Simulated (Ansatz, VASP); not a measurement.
## C: VASP beside Ansatz

```
C
1.0
     0.00000    1.79416    1.75146
     1.79416    0.00000    1.75146
     1.79416    1.79416    0.00000
C
2
Direct
  0.50000 0.50000 0.50000
  0.75000 0.75000 0.75000
```

Alike in both runs: task single point; functional LDA; k mesh 12 × 12 × 12; occupations gaussian, width 0.05 eV; no spin polarisation.

```csv
,VASP,Ansatz
version,VASP 6.6.1,Ansatz 0.2.0
potentials or method,"VASP PAW LDA potentials, release 64 (C_h), cutoff 910 eV","scalar-relativistic, plane waves, PAW"
valence electrons in the cell,8,8
```

|  | VASP | Ansatz | Ansatz less VASP |
| --- | --- | --- | --- |
| gap on the k mesh at the Fermi level (eV) | 3.53 | 3.54 | +0.005 |
| least direct gap on the mesh (eV) | 5.13 | 5.13 | -0.002 |

Ansatz warns that its potentials were made for another functional, while VASP's fit it. LDA's correlation is that of Perdew and Zunger in VASP and of Perdew and Wang (1992) in Ansatz.

Noted on VASP's run: the cutoff is short for stress, so the pressure is rough.
